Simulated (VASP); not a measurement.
# Nb4C (F-43m) in VASP: a series of runs

Runs on Nb4C. Level: PBE. Tasks: single point.

Program: VASP 6.6.1. These are calculated values, not measurements. Logs are shortened: lines on timing, memory, paths and dates and some standing lists are left out, and cuts for length are marked.

## Step 1: The cell of the first run

It takes space group F-43m (No. 216, cubic). The conventional cell has a = 7.186 Å, b = 7.186 Å, c = 7.186 Å, α = 90.00°, β = 90.00°, γ = 90.00°. Nb (site symmetry 3m) has 3 Nb at 2.08 Å within 2.8 Å. C (site symmetry -43m) has 12 Nb at 3.04 Å within 4.0 Å.

The cell was built from a structure type or drawn by symmetry, and may not be a known phase.

## Step 2: Single point, PBE

INCAR

```
  PREC = Accurate
  ENCUT = 520
  EDIFF = 1E-6
  ISMEAR = 0
  SIGMA = 0.1
  LREAL = F
  LASPH = T
  NELM = 100
  ALGO = Normal
  ISIF = 2
  LWAVE = F
  LCHARG = F
  GGA = PE
  NBANDS = 36
```

KPOINTS

```
Automatic mesh
0
Gamma
  4 4 4
```

POSCAR

```
Nb4C
1.0
    0.0000000000      3.5929111100      3.5929111100
    3.5929111100      0.0000000000      3.5929111100
    3.5929111100      3.5929111100      0.0000000000
Nb C
4 1
Direct
    0.3977278800      0.3977278800      0.3977278800
    0.3977278800      0.3977278800      0.8068163500
    0.3977278800      0.8068163500      0.3977278800
    0.8068163500      0.3977278800      0.3977278800
    0.0000000000      0.0000000000      0.0000000000
```

Potentials or basis: VASP PAW PBE potentials, release 64 (Nb_sv, C).

Launch:

```sh
$ cat potpaw_PBE.64/Nb_sv/POTCAR potpaw_PBE.64/C/POTCAR > POTCAR
$ mpirun -np 1 vasp_std > vasp.out
```

OUTCAR:

```text
PREC = Accurate
   ENCUT = 520
   EDIFF = 1E-6
   ISMEAR = 0
   LREAL = F
   LASPH = T
   NELM = 100
   ISIF = 2
   GGA = PE

 ion  position               nearest neighbor table
   1  0.398  0.398  0.398-   2 2.08   3 2.08   4 2.08   2 3.00   3 3.00   4 3.00
   2  0.398  0.398  0.807-   1 2.08   3 2.08   4 2.08   1 3.00   3 3.00   4 3.00
   3  0.398  0.807  0.398-   1 2.08   2 2.08   4 2.08   2 3.00   1 3.00   4 3.00
   4  0.807  0.398  0.398-   1 2.08   2 2.08   3 2.08   1 3.00   2 3.00   3 3.00
   5  0.000  0.000  0.000-

  LATTYP: Found a face centered cubic cell.
 ALAT       =     7.1858222200

  Lattice vectors:

 A1 = (   0.0000000000,   3.5929111100,   3.5929111100)
 A2 = (   3.5929111100,   0.0000000000,   3.5929111100)
 A3 = (   3.5929111100,   3.5929111100,   0.0000000000)

Analysis of symmetry for initial positions (statically):
=====================================================================
 Subroutine PRICEL returns:
 Original cell was already a primitive cell.

 Routine SETGRP: Setting up the symmetry group for a
 face centered cubic supercell.

 Subroutine GETGRP returns: Found 24 space group operations
 (whereof 24 operations were pure point group operations)
 out of a pool of 48 trial point group operations.

The static configuration has the point symmetry T_d .

Analysis of symmetry for dynamics (positions and initial velocities):
=====================================================================
 Subroutine PRICEL returns:
 Original cell was already a primitive cell.

 Routine SETGRP: Setting up the symmetry group for a
 face centered cubic supercell.

 Subroutine GETGRP returns: Found 24 space group operations
 (whereof 24 operations were pure point group operations)
 out of a pool of 48 trial point group operations.

The dynamic configuration has the point symmetry T_d .

 Subroutine INISYM returns: Found 24 space group operations
 (whereof 24 operations are pure point group operations),
 and found     1 'primitive' translations

----------------------------------------------------------------------------------------

                                     Primitive cell

  volume of cell :      92.7619

  direct lattice vectors                    reciprocal lattice vectors
     0.000000000  3.592911110  3.592911110    -0.139162920  0.139162920  0.139162920
     3.592911110  0.000000000  3.592911110     0.139162920 -0.139162920  0.139162920
     3.592911110  3.592911110  0.000000000     0.139162920  0.139162920 -0.139162920

  length of vectors
     5.081143620  5.081143620  5.081143620     0.241037247  0.241037247  0.241037247

  position of ions in fractional coordinates (direct lattice)
     0.397727880  0.397727880  0.397727880
     0.397727880  0.397727880  0.806816350
     0.397727880  0.806816350  0.397727880
     0.806816350  0.397727880  0.397727880
     0.000000000  0.000000000  0.000000000

  ion indices of the primitive-cell ions
   primitive index   ion index
                 1           1
                 2           2
                 3           3
                 4           4
                 5           5

----------------------------------------------------------------------------------------

 KPOINTS: Automatic mesh

Automatic generation of k-mesh.
 Grid dimensions read from file:
 generate k-points for:    4    4    4

 Generating k-lattice:

  Cartesian coordinates                     Fractional coordinates (reciprocal lattice)
    -0.034790730  0.034790730  0.034790730     0.250000000  0.000000000  0.000000000
     0.034790730 -0.034790730  0.034790730     0.000000000  0.250000000  0.000000000
     0.034790730  0.034790730 -0.034790730     0.000000000  0.000000000  0.250000000

  Length of vectors
     0.060259312  0.060259312  0.060259312

  Shift w.r.t. Gamma in fractional coordinates (k-lattice)
     0.000000000  0.000000000  0.000000000

 Subroutine IBZKPT returns following result:
 ===========================================

 Found      8 irreducible k-points:

 Following reciprocal coordinates:
            Coordinates               Weight
  0.000000  0.000000  0.000000      1.000000
  0.250000  0.000000  0.000000      8.000000
  0.500000  0.000000  0.000000      4.000000
  0.250000  0.250000  0.000000      6.000000
  0.500000  0.250000  0.000000     24.000000
 -0.250000  0.250000  0.000000     12.000000
  0.500000  0.500000  0.000000      3.000000
 -0.250000  0.500000  0.250000      6.000000
   k-points           NKPTS =      8   k-points in BZ     NKDIM =      8   number of bands    NBANDS=     36
   number of dos      NEDOS =    301   number of ions     NIONS =      5
   total plane-waves  NPLWV =  64000
   dimension x,y,z NGX =    40 NGY =   40 NGZ =   40
   dimension x,y,z NGXF=    80 NGYF=   80 NGZF=   80
   ions per type =               4   1
   NGX,Y,Z   is equivalent  to a cutoff of  13.09, 13.09, 13.09 a.u.
   NGXF,Y,Z  is equivalent  to a cutoff of  26.17, 26.17, 26.17 a.u.
 SYSTEM =  unknown system
   PREC   = accura    normal or accurate (medium, high low for compatibility)
   ISTART =      0    job   : 0-new  1-cont  2-samecut
   ICHARG =      2    charge: 1-file 2-atom 10-const
   ISPIN  =      1    spin polarized calculation?
   LNONCOLLINEAR =      F non collinear calculations
   LSORBIT =      F    spin-orbit coupling
   LASPH  =      T    aspherical Exc in radial PAW
   ENCUT  =  520.0 eV  38.22 Ry    6.18 a.u.   9.45  9.45  9.45*2*pi/ulx,y,z
   NELM   =    100;   NELMIN=  2; NELMDL= -5     # of ELM steps
   EDIFF  = 0.1E-05   stopping-criterion for ELM
   LREAL  =      F    real-space projection
   EDIFFG = 0.1E-04   stopping-criterion for IOM
   NSW    =      0    number of steps for IOM
   IBRION =     -1    ionic relax: 0-MD 1-quasi-New 2-CG
   NFREE  =      0    steps in history (QN), initial steepest desc. (CG)
   ISIF   =      2    stress and relaxation
   ISYM   =      2    0-nonsym 1-usesym 2-fastsym
   POTIM  = 0.5000    time-step for ionic-motion
   TEBEG  =    0.0;   TEEND  =   0.0 temperature during run
   PSTRESS=    0.0 pullay stress
   NELECT =      56.0000    total number of electrons
   NUPDOWN=      -1.0000    fix difference up-down
   EMIN   =  10.00;   EMAX   =-10.00  energy-range for DOS
   EFERMI =   0.00;   METHOD = LEGACY
   ISMEAR =     0;   SIGMA  =   0.10  broadening in eV -4-tet -1-fermi 0-gaus
   EFERMI_NEDOS =   21; number of points for ismear=-14 and -15
   IALGO  =     38    algorithm
   IMIX   =      4    mixing-type and parameters
     AMIX     =   0.40;   BMIX     =  1.00
     AMIX_MAG =   1.60;   BMIX_MAG =  1.00
  volume/ion in A,a.u.               =      18.55       125.20
  Fermi-wavevector in a.u.,A,eV,Ry     =   1.383612  2.614648 26.046756  1.914383
  Thomas-Fermi vector in A             =   2.508194
   LORBIT       =      0    0 simple, 1 ext, 2 COOP (PROOUT), +10 PAW based schemes
   GGA     = PE    functional components
   LHFCALC =     F    Hartree Fock is set to
   AEXX    =    0.0000 exact exchange contribution
   IVDW    =     0    specifies the selected vdW correction
   LEPSILON=     F    determine dielectric tensor
   LRPA    =     F    only Hartree local field effects (RPA)
 non-spin polarized calculation
 Gauss-broadening in eV      SIGMA  =   0.10
  energy-cutoff  :      520.00
  volume of cell :       92.76
 maximum number of plane-waves:      2525
 NGX is ok and might be reduce to    40
   NGX = 19   NGY = 19   NGZ = 19

 number of electron      56.0000001 magnetization

 Free energy of the ion-electron system (eV)
  ---------------------------------------------------
  ext. energy  EPLUGINS =         0.00000000
  ---------------------------------------------------
  free energy    TOTEN  =       -30.15895089 eV

  energy without entropy =      -30.10158897  energy(sigma->0) =      -30.13026993

 E-fermi :   8.8966     XC(G=0): -11.0892

 val. band max:        8.8905742786   @ k =   0.5000   0.0000   0.0000
 cond. band min:       8.9410606721   @ k =   0.5000   0.2500   0.0000
 fundamental gap:      0.0504863935
 Fermi energy:         8.8965760573

 k-point     1 :       0.0000    0.0000    0.0000
  band No.  band energies     occupation
      1     -48.1389      2.00000
      2     -45.4327      2.00000
      3     -45.4327      2.00000
      4     -45.4327      2.00000
      5     -27.1769      2.00000
      6     -24.3898      2.00000
[... 28 lines left out ...]
     35      12.7020      0.00000
     36      13.0045      0.00000

 k-point     2 :       0.2500    0.0000    0.0000
  band No.  band energies     occupation
      1     -48.1259      2.00000
      2     -45.4556      2.00000
      3     -45.4333      2.00000
      4     -45.4333      2.00000
      5     -27.0664      2.00000
      6     -24.3658      2.00000
[... 28 lines left out ...]
     35      12.7566      0.00000
     36      13.0029      0.00000

 k-point     3 :       0.5000    0.0000    0.0000
  band No.  band energies     occupation
      1     -48.1127      2.00000
      2     -45.4786      2.00000
      3     -45.4340      2.00000
      4     -45.4340      2.00000
      5     -26.9522      2.00000
      6     -24.3366      2.00000
[... 28 lines left out ...]
     35      12.1580      0.00000
     36      12.6452      0.00000

 k-point     4 :       0.2500    0.2500    0.0000
  band No.  band energies     occupation
      1     -48.1216      2.00000
      2     -45.4623      2.00000
      3     -45.4340      2.00000
      4     -45.4340      2.00000
      5     -27.0274      2.00000
      6     -24.4054      2.00000
[... 28 lines left out ...]
     35      12.8357      0.00000
     36      12.8524      0.00000

 k-point     5 :       0.5000    0.2500    0.0000
  band No.  band energies     occupation
      1     -48.1083      2.00000
      2     -45.4850      2.00000
      3     -45.4350      2.00000
      4     -45.4346      2.00000
      5     -26.9094      2.00000
      6     -24.3785      2.00000
[... 28 lines left out ...]
     35      11.8891      0.00000
     36      12.4915      0.00000

 k-point     6 :      -0.2500    0.2500    0.0000
  band No.  band energies     occupation
      1     -48.1127      2.00000
      2     -45.4777      2.00000
      3     -45.4349      2.00000
      4     -45.4340      2.00000
      5     -26.9499      2.00000
      6     -24.3530      2.00000
[... 28 lines left out ...]
     35      12.2963      0.00000
     36      12.6339      0.00000

 k-point     7 :       0.5000    0.5000    0.0000
  band No.  band energies     occupation
      1     -48.1038      2.00000
      2     -45.4923      2.00000
      3     -45.4353      2.00000
      4     -45.4353      2.00000
      5     -26.8680      2.00000
      6     -24.4245      2.00000
[... 28 lines left out ...]
     35      11.8168      0.00000
     36      12.5738      0.00000

 k-point     8 :      -0.2500    0.5000    0.2500
  band No.  band energies     occupation
      1     -48.1038      2.00000
      2     -45.4922      2.00000
      3     -45.4353      2.00000
      4     -45.4353      2.00000
      5     -26.8674      2.00000
      6     -24.3686      2.00000
[... 28 lines left out ...]
     35      11.7289      0.00000
     36      12.1117      0.00000

------------------------ aborting loop because EDIFF is reached ----------------------------------------

  FORCE on cell =-STRESS in cart. coord.  units (eV):
  Direction    XX          YY          ZZ          XY          YZ          ZX
  --------------------------------------------------------------------------------------
  -------------------------------------------------------------------------------------
  Total       32.9440505     32.9440505     32.9440505     -0.0000000      0.0000000     -0.0000000
  in kB      569.0077261    569.0077261    569.0077261     -0.0000000      0.0000000     -0.0000000
  external PRESSURE =     569.0077261 kB  Pullay stress =       0.0000000 kB

 VOLUME and BASIS-vectors are now :
 -----------------------------------------------------------------------------
  energy-cutoff  :      520.00
  volume of cell :       92.76
      direct lattice vectors                 reciprocal lattice vectors
     0.000000000  3.592911110  3.592911110    -0.139162920  0.139162920  0.139162920
     3.592911110  0.000000000  3.592911110     0.139162920 -0.139162920  0.139162920
     3.592911110  3.592911110  0.000000000     0.139162920  0.139162920 -0.139162920

 POSITION                                       TOTAL-FORCE (eV/Angst)
 -----------------------------------------------------------------------------------
      2.85800      2.85800      2.85800       -12.939060    -12.939060    -12.939060
      4.32782      4.32782      2.85800        12.939060     12.939060    -12.939060
      4.32782      2.85800      4.32782        12.939060    -12.939060     12.939060
      2.85800      4.32782      4.32782       -12.939060     12.939060     12.939060
      0.00000      0.00000      0.00000        -0.000000     -0.000000     -0.000000
 -----------------------------------------------------------------------------------
    total drift:                                0.000141      0.000141      0.000141

  FREE ENERGIE OF THE ION-ELECTRON SYSTEM (eV)
  ---------------------------------------------------
  free  energy   TOTEN  =       -30.1589508886 eV

  energy  without entropy=      -30.1015889666  energy(sigma->0) =      -30.13026993
```

It took 16 s on 1 thread of Intel Xeon 6975P-C (Granite Rapids), shared host; peak memory 0.23 GiB.

What came out:

* Free energy: -30.1590 eV
* Pressure: 56.9 GPa
* Largest force: 22.411 eV/Å
* Band gap on the k mesh: zero (bands 28 and 29 overlap by 0.78 eV)

Forces on the atoms (eV/Å):
```
Nb  -12.939 -12.939 -12.939
Nb   12.939  12.939 -12.939
Nb   12.939 -12.939  12.939
Nb  -12.939  12.939  12.939
C     0.000   0.000   0.000
```

Caveat: the k points lie up to 0.38 Å⁻¹ apart, too coarse for converged energies and pressures of a metal; atoms lie so close that the PAW spheres overlap strongly, which falsifies energies and pressures; forces of over 1 eV/Å act on the atoms, so gaps and moduli don't describe the material at rest.

## Step 3: Single point, PBE

This run uses another cell than the first one, of 20.54 Å³/atom.

INCAR

```
ALGO     = Normal         # electronic algorithm
EDIFF    = 1E-6           # SCF threshold, eV
ENCUT    = 520            # plane-wave cutoff, eV
GGA      = PE             # functional
ISIF     = 2              # what is computed and relaxed
ISMEAR   = 0              # smearing method
LASPH    = T              # aspherical terms in the spheres
LCHARG   = F              # write CHGCAR
LREAL    = F              # projectors in reciprocal space
LWAVE    = F              # write WAVECAR
NBANDS   = 36             # bands
NELM     = 80             # most SCF steps
PREC     = Accurate       # precision mode
SIGMA    = 0.1            # smearing width, eV
```

KPOINTS

```
k-points
0
Gamma
  4 4 4
```

POSCAR

```
Nb4C
1.0
    0.0000000000      3.7166681746      3.7166681746
    3.7166681746      0.0000000000      3.7166681746
    3.7166681746      3.7166681746      0.0000000000
Nb C
4 1
Direct
    0.3783672018      0.3783672018      0.3783672018
    0.3783672018      0.3783672018      0.8648983945
    0.3783672018      0.8648983945      0.3783672018
    0.8648983945      0.3783672018      0.3783672018
    0.0000000000      0.0000000000      0.0000000000
```

Potentials or basis: VASP PAW PBE potentials, release 64 (Nb_sv, C).

Launch:

```sh
$ cat potpaw_PBE.64/Nb_sv/POTCAR potpaw_PBE.64/C/POTCAR > POTCAR
$ mpirun -np 1 vasp_std > vasp.out
```

Run time: 16 s. Hardware: 1 thread of Intel Xeon 6975P-C (Granite Rapids), shared host; peak memory 0.24 GiB.

The run converged. Its results:

```
Free energy            : -39.5434 eV
Pressure               : 0.0 GPa
Largest force          : 0.044 eV/Å
Band gap on the k mesh : zero (bands 28 and 29 overlap by 0.87 eV)
```

Forces in eV/Å, atoms in the order of the input:
```
Nb  -0.025 -0.025 -0.025
Nb   0.025  0.025 -0.025
Nb   0.025 -0.025  0.025
Nb  -0.025  0.025  0.025
C    0.000  0.000  0.000
```

Levels at points of the mesh, in eV from the Fermi level:
| k point | band 23 | band 24 | band 25 | band 26 | band 27 | band 28 | band 29 | band 30 | band 31 | band 32 |
| --- | --- | --- | --- | --- | --- | --- | --- | --- | --- | --- |
| (0.00, 0.00, 0.00) | -2.83 | -2.83 | -2.18 | -2.18 | -2.10 | 0.75 | 0.75 | 0.75 | 3.06 | 3.06 |
| (0.50, 0.00, 0.00) | -2.25 | -2.25 | -1.04 | -1.04 | -0.47 | 0.01 | 0.17 | 0.17 | 0.74 | 0.87 |
| (0.50, 0.50, 0.00) | -1.88 | -1.55 | -1.36 | -1.36 | -0.88 | 0.28 | 0.28 | 0.31 | 0.48 | 0.73 |

Caveat: the k points lie up to 0.37 Å⁻¹ apart, too coarse for converged energies and pressures of a metal.
